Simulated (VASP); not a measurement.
Runs of VASP 6.6.1 on GaSb (vib). The structure is that of space group F-43m (No. 216), or close to it. The cells are those of the table. 

```csv
task,cell,k mesh,cutoff (eV),smearing,gap on the mesh (eV),pressure (GPa),relaxed volume (Å³/atom)
relaxation of cell and atoms,"relaxed from a = 4.340 Å, angles 60.0°, 2 atoms",10 × 10 × 10,600,gaussian 0.1 eV,0.09,0.0,27.76
single point,"a = 4.276 Å, angles 60.0°, 2 atoms",8 × 8 × 8,520,gaussian 0.01 eV,0.13,0.2,-
single point,"a = 4.277 Å, angles 60.0°, 2 atoms",10 × 10 × 10,520,gaussian 0.1 eV,(b),0.2,-
relaxation of cell and atoms,"relaxed from a = 4.277 Å, angles 60.0°, 2 atoms",8 × 8 × 8,600,gaussian 0.01 eV,(a),0.0,27.75
```

Alike in all rows: level LDA; potentials or basis VASP PAW LDA potentials, release 64 (Ga_d, Sb); no spin polarisation.

Task: Fill in the values left out.

Result: (a) 0.10; (b) 0.12.

Caveats: spin-orbit coupling is left out, which moves the levels of the heavy elements.

A k mesh can miss the band edges, and the runs leave out spin-orbit coupling on Ga, Sb.
